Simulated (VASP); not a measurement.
# TiB2 (P6/mmm) in VASP: notebook

The runs below take TiB2 through electric field gradients, with PBEsol.

Program: VASP 6.6.1. These are calculated values, not measurements. Logs are shortened: lines on timing, memory, paths and dates and some standing lists are left out, and cuts for length are marked.

## Step 1: The cell of the first run

Symmetry: P6/mmm, No. 191, hexagonal system. The conventional cell has a = 2.967 Å, b = 2.967 Å, c = 3.162 Å, α = 90.00°, β = 90.00°, γ = 120.00°. Within 3.2 Å of Ti (site symmetry 6/mmm) lie 12 B at 2.33 Å and 8 Ti at 2.97 to 3.16 Å. Within 2.4 Å of B (site symmetry -6m2) lie 3 B at 1.71 Å and 6 Ti at 2.33 Å.

## Step 2: Electric field gradients, PBEsol (8.04 Å³/atom)

Contents of INCAR:

```
SYSTEM = TiB2
ALGO = Normal
EDIFF = 1E-8
ENCUT = 520
GGA = PS
ISIF = 2
ISMEAR = -1
LASPH = .TRUE.
LCHARG = .FALSE.
LEFG = .TRUE.
LREAL = .FALSE.
LWAVE = .FALSE.
NBANDS = 16
NELM = 100
PREC = Accurate
SIGMA = 0.08
```

Contents of KPOINTS:

```
k-points
0
G
  15 15 13
  0 0 0
```

Contents of POSCAR:

```
TiB2
1.0
    2.9673604788      0.0000000000      0.0000000000
   -1.4836802394      2.5698095569      0.0000000000
    0.0000000000      0.0000000000      3.1624957934
Ti B
1 2
Direct
    0.0000000000      0.0000000000      0.0000000000
    0.3333333333      0.6666666667      0.5000000000
    0.6666666667      0.3333333333      0.5000000000
```

Potentials or basis: VASP PAW PBE potentials, release 64 (Ti_sv, B).

Command:

```console
> cat potpaw_PBE.64/Ti_sv/POTCAR potpaw_PBE.64/B/POTCAR > POTCAR
> mpirun -np 1 vasp_std > vasp.out
```

OUTCAR:

```text
SYSTEM = TiB2
   EDIFF = 1E-8
   ENCUT = 520
   GGA = PS
   ISIF = 2
   ISMEAR = -1
   LASPH = .TRUE.
   LREAL = .FALSE.
   NELM = 100
   PREC = Accurate

 ion  position               nearest neighbor table
   1  0.000  0.000  0.000-   2 2.33   3 2.33   2 2.33   3 2.33   3 2.33   3 2.33   2 2.33   2 2.33
                             3 2.33   3 2.33   2 2.33   2 2.33
   2  0.333  0.667  0.500-   3 1.71   3 1.71   3 1.71   1 2.33   1 2.33   1 2.33   1 2.33   1 2.33
                             1 2.33
   3  0.667  0.333  0.500-   2 1.71   2 1.71   2 1.71   1 2.33   1 2.33   1 2.33   1 2.33   1 2.33
                             1 2.33

  LATTYP: Found a hexagonal cell.
 ALAT       =     2.9673604788
 C/A-ratio  =     1.0657605694

  Lattice vectors:

 A1 = (   2.9673604788,   0.0000000000,   0.0000000000)
 A2 = (  -1.4836802394,   2.5698095569,   0.0000000000)
 A3 = (   0.0000000000,   0.0000000000,   3.1624957934)

Analysis of symmetry for initial positions (statically):
=====================================================================
 Subroutine PRICEL returns:
 Original cell was already a primitive cell.

 Routine SETGRP: Setting up the symmetry group for a
 hexagonal supercell.

 Subroutine GETGRP returns: Found 24 space group operations
 (whereof 24 operations were pure point group operations)
 out of a pool of 24 trial point group operations.

The static configuration has the point symmetry D_6h.

Analysis of symmetry for dynamics (positions and initial velocities):
=====================================================================
 Subroutine PRICEL returns:
 Original cell was already a primitive cell.

 Routine SETGRP: Setting up the symmetry group for a
 hexagonal supercell.

 Subroutine GETGRP returns: Found 24 space group operations
 (whereof 24 operations were pure point group operations)
 out of a pool of 24 trial point group operations.

The dynamic configuration has the point symmetry D_6h.

 Subroutine INISYM returns: Found 24 space group operations
[... 129 lines left out ...]
   LRPA    =     F    only Hartree local field effects (RPA)
 non-spin polarized calculation
  energy-cutoff  :      520.00
  volume of cell :       24.12
 maximum number of plane-waves:       672
 NGX is ok and might be reduce to    24
   NGX = 11   NGY = 11   NGZ = 11

 number of electron      17.9999999 magnetization

 Free energy of the ion-electron system (eV)
  ---------------------------------------------------
  ext. energy  EPLUGINS =         0.00000000
  ---------------------------------------------------
  free energy    TOTEN  =       -25.75282018 eV

  energy without entropy =      -25.74539259  energy(sigma->0) =      -25.74910639

 E-fermi :  10.6105     XC(G=0): -13.1734

 val. band max:       10.6098463213   @ k =   0.2000   0.2000   0.0769
 cond. band min:      10.6578873594   @ k =   0.0667  -0.0000   0.3846
 fundamental gap:      0.0480410381
 Fermi energy:        10.6104660907

 k-point     1 :       0.0000    0.0000    0.0000
  band No.  band energies     occupation
      1     -45.9533      2.00000
      2     -22.4309      2.00000
      3     -22.0595      2.00000
      4     -22.0595      2.00000
      5      -3.2120      2.00000
      6       7.8666      2.00000
[... 433 lines left out ...]
      3     -22.3336      2.00000
      4     -22.2913      2.00000
      5       1.5545      2.00000
      6       1.6289      2.00000
[... 8 lines left out ...]
     15      19.8543      0.00000
     16      21.3055      0.00000

 [... further k-points ...]
[... 5 lines left out ...]
  --------------------------------------------------------------------------------------
  -------------------------------------------------------------------------------------
  Total        2.2286746      2.2286746      1.1941306      0.0000000     -0.0000000      0.0000000
  in kB      148.0662353    148.0662353     79.3343374      0.0000000     -0.0000000      0.0000000
  external PRESSURE =     125.1556026 kB  Pullay stress =       0.0000000 kB

 VOLUME and BASIS-vectors are now :
 -----------------------------------------------------------------------------
  energy-cutoff  :      520.00
  volume of cell :       24.12
      direct lattice vectors                 reciprocal lattice vectors
     2.967360479  0.000000000  0.000000000     0.336999838  0.194566947  0.000000000
    -1.483680239  2.569809557  0.000000000     0.000000000  0.389133894  0.000000000
     0.000000000  0.000000000  3.162495793     0.000000000  0.000000000  0.316205954

 POSITION                                       TOTAL-FORCE (eV/Angst)
 -----------------------------------------------------------------------------------
      0.00000      0.00000      0.00000         0.000000      0.000000      0.000000
     -0.00000      1.71321      1.58125        -0.000000      0.000000      0.000000
      1.48368      0.85660      1.58125         0.000000      0.000000     -0.000000
 -----------------------------------------------------------------------------------
    total drift:                               -0.000000      0.000000      0.000000

  FREE ENERGIE OF THE ION-ELECTRON SYSTEM (eV)
  ---------------------------------------------------
  free  energy   TOTEN  =       -25.7528201800 eV

  energy  without entropy=      -25.7453925909  energy(sigma->0) =      -25.74910639

 Electric field gradients (V/A^2)
---------------------------------------------------------------------
 ion       V_xx      V_yy      V_zz      V_xy      V_xz      V_yz
---------------------------------------------------------------------
   1      -9.701    -9.702    19.403    -0.000     0.000    -0.000
   2      -2.330    -2.330     4.661     0.000     0.000    -0.000
   3      -2.330    -2.330     4.661     0.000     0.000    -0.000
---------------------------------------------------------------------

 Electric field gradients after diagonalization (V/A^2)
 (convention: |V_zz| > |V_xx| > |V_yy|)
----------------------------------------------------------------------
 ion       V_xx      V_yy      V_zz     asymmetry (V_yy - V_xx)/ V_zz
----------------------------------------------------------------------
   1      -9.702    -9.701    19.403       0.000
   2      -2.330    -2.330     4.661       0.000
   3      -2.330    -2.330     4.661       0.000
----------------------------------------------------------------------

           NMR quadrupolar parameters

 Cq : quadrupolar parameter    Cq=e*Q*V_zz/h
 eta: asymmetry parameters     (V_yy - V_xx)/ V_zz
 Q  : nuclear electric quadrupole moment in mb (millibarn)
----------------------------------------------------------------------
 ion       Cq(MHz)       eta       Q (mb)
----------------------------------------------------------------------
   1       0.047       0.000       1.000
   2       0.011       0.000       1.000
   3       0.011       0.000       1.000
----------------------------------------------------------------------
```

It took 28 s on 1 thread of Intel Xeon 6975P-C (Granite Rapids), shared host; peak memory 0.19 GiB.

What came out:

| Quantity | Value |
| --- | --- |
| Free energy | -25.7528 eV |
| Pressure | 12.5 GPa |
| Band gap on the k mesh | zero (bands 9 and 10 overlap by 0.50 eV) |
| Largest electric field gradient by atom | Ti +19.4; B +4.7 V/Å² |

Levels at points of the mesh, in eV from the Fermi level:
| k point | band 5 | band 6 | band 7 | band 8 | band 9 | band 10 | band 11 | band 12 | band 13 | band 14 |
| --- | --- | --- | --- | --- | --- | --- | --- | --- | --- | --- |
| (0.00, 0.00, 0.00) | -13.82 | -2.74 | -2.74 | -2.34 | -2.32 | 2.06 | 2.06 | 3.97 | 3.97 | 6.03 |

Electric field gradients, principal values (V/Å²):
```csv
atom,least,middle,greatest (by size)
1 Ti,-9.701,-9.702,19.403
2 B,-2.330,-2.330,4.661
3 B,-2.330,-2.330,4.661
```

Caveat: the cell stands under pressure; without QUAD_EFG the Cq values of the log hold for a quadrupole moment of 1 mb, not for the nuclei; the PAW data sets were made with another functional, which shifts forces and pressure a little.

## Step 3: Electric field gradients, PBEsol (8.04 Å³/atom)

Contents of INCAR:

```
  PREC = Accurate
  ENCUT = 520
  EDIFF = 1E-8
  ISMEAR = -1
  SIGMA = 0.08
  LREAL = F
  LASPH = T
  NELM = 80
  ALGO = Normal
  ISIF = 2
  LWAVE = F
  LCHARG = F
  GGA = PS
  LEFG = T
  NBANDS = 16
```

Contents of KPOINTS:

```
regular mesh
0
Gamma
  15 15 13
```

POSCAR is that of step 2.

Potentials or basis: VASP PAW PBE potentials, release 64 (Ti_sv, B).

Command:

```console
> cat potpaw_PBE.64/Ti_sv/POTCAR potpaw_PBE.64/B/POTCAR > POTCAR
> mpirun -np 1 vasp_std > vasp.out
```

OUTCAR:

```text
PREC = Accurate
   ENCUT = 520
   EDIFF = 1E-8
   ISMEAR = -1
   LREAL = F
   LASPH = T
   NELM = 80
   ISIF = 2
   GGA = PS

 ion  position               nearest neighbor table
   1  0.000  0.000  0.000-   2 2.33   3 2.33   2 2.33   3 2.33   3 2.33   3 2.33   2 2.33   2 2.33
                             3 2.33   3 2.33   2 2.33   2 2.33
   2  0.333  0.667  0.500-   3 1.71   3 1.71   3 1.71   1 2.33   1 2.33   1 2.33   1 2.33   1 2.33
                             1 2.33
   3  0.667  0.333  0.500-   2 1.71   2 1.71   2 1.71   1 2.33   1 2.33   1 2.33   1 2.33   1 2.33
                             1 2.33

  LATTYP: Found a hexagonal cell.
 ALAT       =     2.9673604788
 C/A-ratio  =     1.0657605694

  Lattice vectors:

 A1 = (   2.9673604788,   0.0000000000,   0.0000000000)
 A2 = (  -1.4836802394,   2.5698095569,   0.0000000000)
 A3 = (   0.0000000000,   0.0000000000,   3.1624957934)

Analysis of symmetry for initial positions (statically):
[... 657 lines left out ...]
     0.000000000  0.000000000  3.162495793     0.000000000  0.000000000  0.316205954

 POSITION                                       TOTAL-FORCE (eV/Angst)
 -----------------------------------------------------------------------------------
      0.00000      0.00000      0.00000         0.000000      0.000000      0.000000
     -0.00000      1.71321      1.58125        -0.000000      0.000000      0.000000
      1.48368      0.85660      1.58125         0.000000      0.000000     -0.000000
 -----------------------------------------------------------------------------------
    total drift:                               -0.000000      0.000000      0.000000

  FREE ENERGIE OF THE ION-ELECTRON SYSTEM (eV)
  ---------------------------------------------------
  free  energy   TOTEN  =       -25.7528201800 eV

  energy  without entropy=      -25.7453925909  energy(sigma->0) =      -25.74910639

 Electric field gradients (V/A^2)
---------------------------------------------------------------------
 ion       V_xx      V_yy      V_zz      V_xy      V_xz      V_yz
---------------------------------------------------------------------
   1      -9.701    -9.702    19.403    -0.000     0.000    -0.000
   2      -2.330    -2.330     4.661     0.000     0.000    -0.000
   3      -2.330    -2.330     4.661     0.000     0.000    -0.000
---------------------------------------------------------------------

 Electric field gradients after diagonalization (V/A^2)
 (convention: |V_zz| > |V_xx| > |V_yy|)
----------------------------------------------------------------------
 ion       V_xx      V_yy      V_zz     asymmetry (V_yy - V_xx)/ V_zz
----------------------------------------------------------------------
   1      -9.702    -9.701    19.403       0.000
   2      -2.330    -2.330     4.661       0.000
   3      -2.330    -2.330     4.661       0.000
----------------------------------------------------------------------

           NMR quadrupolar parameters

 Cq : quadrupolar parameter    Cq=e*Q*V_zz/h
 eta: asymmetry parameters     (V_yy - V_xx)/ V_zz
 Q  : nuclear electric quadrupole moment in mb (millibarn)
----------------------------------------------------------------------
 ion       Cq(MHz)       eta       Q (mb)
----------------------------------------------------------------------
   1       0.047       0.000       1.000
   2       0.011       0.000       1.000
   3       0.011       0.000       1.000
----------------------------------------------------------------------
```

stdout:

```text
POSCAR found type information on POSCAR TiB
 POSCAR found :  2 types and       3 ions
 scaLAPACK will be used
 -----------------------------------------------------------------------------
|                                                                             |
|                                                                             |
|     You enforced a specific xc type in the INCAR file but a different       |
|     I HOPE YOU KNOW WHAT YOU ARE DOING!                                     |
|                                                                             |
 -----------------------------------------------------------------------------

 LDA part: xc-table for (Slater+PW92), standard interpolation
 POSCAR, INCAR and KPOINTS ok, starting setup
 FFT: planning ... GRIDC
 FFT: planning ... GRID_SOFT
 FFT: planning ... GRID
 WAVECAR not read
 entering main loop
ion   1

ion   2

ion   3
```

Wall time 28 s (1 thread of Intel Xeon 6975P-C (Granite Rapids), shared host); peak memory 0.19 GiB.

What came out:

```yaml
Free_energy: -25.7528 eV
Pressure: 12.5 GPa
Band_gap_on_the_k_mesh: zero (bands 9 and 10 overlap by 0.50 eV)
Largest_electric_field_gradient_by_atom: Ti +19.4; B +4.7 V/Å²
```

Levels at points of the mesh, in eV from the Fermi level:
```
           k point  band 7  band 8  band 9  band 10  band 11  band 12
(0.00, 0.00, 0.00)   -2.74   -2.34   -2.32     2.06     2.06     3.97
```

Electric field gradients, principal values (V/Å²):
| atom | least | middle | greatest (by size) |
| --- | --- | --- | --- |
| 1 Ti | -9.701 | -9.702 | 19.403 |
| 2 B | -2.330 | -2.330 | 4.661 |
| 3 B | -2.330 | -2.330 | 4.661 |

Caveat: the cell stands under pressure; without QUAD_EFG the Cq values of the log hold for a quadrupole moment of 1 mb, not for the nuclei; the PAW data sets were made with another functional, which shifts forces and pressure a little.
